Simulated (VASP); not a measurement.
V2CoO4, 14 atoms in the cell. The structure is cubic, space group Fd-3m (No. 227). The conventional cell has a = 8.032 Å, b = 8.032 Å, c = 8.032 Å, α = 90.00°, β = 90.00°, γ = 90.00°. Within 2.3 Å of Co (site symmetry -43m) lie 4 O at 1.75 Å. Within 2.6 Å of V (site symmetry -3m) lie 6 O at 2.00 Å. O (site symmetry 3m) has 1 Co at 1.75 Å and 3 V at 2.00 Å within 2.3 Å. 

- Program: VASP 6.6.1
- Task: single point
- Functional: r2SCAN
- Potentials or basis: VASP PAW PBE potentials, release 64 (Co, V_sv, O)
- Cutoff: 520 eV
- k mesh: 7 × 7 × 7
- Occupations: fermi-dirac, width 0.0141 eV
- Spin: no spin polarisation
- Dipole correction: no
- Further INCAR settings: ALGO = Normal; EDIFF = 1e-06; NBANDS = 72

Potentials or basis: VASP PAW PBE potentials, release 64 (Co, V_sv, O).

The run is started by

```bash
$ cat potpaw_PBE.64/Co/POTCAR potpaw_PBE.64/V_sv/POTCAR potpaw_PBE.64/O/POTCAR > POTCAR
$ cp INCAR.step1 INCAR
$ mpirun -np 1 vasp_std > vasp.out
$ cp INCAR.step2 INCAR
$ mpirun -np 1 vasp_std > vasp.out
```

Hardware: 1 thread of Intel(R) Xeon(R) Platinum 8488C (Sapphire Rapids), on a shared host.

Q: Estimate the wall time of this run.

A: Run time: 16 min on 1 thread of Intel(R) Xeon(R) Platinum 8488C (Sapphire Rapids) (shared host), peak memory 0.36 GiB. Counts: k points 20.
